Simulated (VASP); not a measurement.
Wanted: the native input for a VASP 6.6.1 run.

```yaml
Task: single point
Functional: PBEsol
Potentials_or_basis: VASP PAW PBE potentials, release 64 (W_sv)
Cutoff: 520 eV
k_mesh: 14 × 14 × 14
Occupations: fermi-dirac, width 0.1 eV
Spin: no spin polarisation
Dipole_correction: no
Further_INCAR_settings: ALGO = Normal; EDIFF = 1e-07; NBANDS = 21
```

The structure of W lies in POSCAR:

```
W
1.0
    0.0000000000      2.7164080346      2.7164080346
    2.7164080346      0.0000000000      2.7164080346
    2.7164080346      2.7164080346      0.0000000000
W
2
Direct
   -0.1250000000     -0.1250000000     -0.1250000000
    0.1250000000      0.1250000000      0.1250000000
```

This cell differs from its parent crystal: volume scaled by 0.84.

The input as run:

INCAR

```
SYSTEM = W
ALGO     = Normal         ! electronic algorithm
EDIFF    = 1E-7           ! SCF threshold, eV
ENCUT    = 520            ! plane-wave cutoff, eV
GGA      = PS             ! functional
ISIF     = 2              ! what is computed and relaxed
ISMEAR   = -1             ! smearing method
LASPH    = .True.         ! aspherical terms in the spheres
LCHARG   = .True.         ! write CHGCAR
LELF     = .True.         ! ELF
LREAL    = .False.        ! projectors in reciprocal space
LVHAR    = .True.       
LWAVE    = .False.        ! write WAVECAR
NBANDS   = 21             ! bands
NELM     = 100            ! most SCF steps
PREC     = Accurate       ! precision mode
SIGMA    = 0.1            ! smearing width, eV
```

KPOINTS

```
k-points
0
Gamma
  14 14 14
  0 0 0
```

Potentials or basis: VASP PAW PBE potentials, release 64 (W_sv).

The run is started by

```sh
$ cat potpaw_PBE.64/W_sv/POTCAR > POTCAR
$ mpirun -np 1 vasp_std > vasp.out
```

It gave:

```
Pressure               : 33.6 GPa
Band gap on the k mesh : zero (band 14 reaches 7.91 eV, above the bottom of band 15 at 6.91 eV)
```

Caveat: the PAW data sets were made with another functional, which shifts forces and pressure a little; spin-orbit coupling is left out, which moves the levels of the heavy elements.

Wall time 89 s on 1 thread of Intel(R) Xeon(R) Platinum 8259CL CPU @ 2.50GHz (Skylake/Cascade Lake) (shared host), peak memory 0.21 GiB.
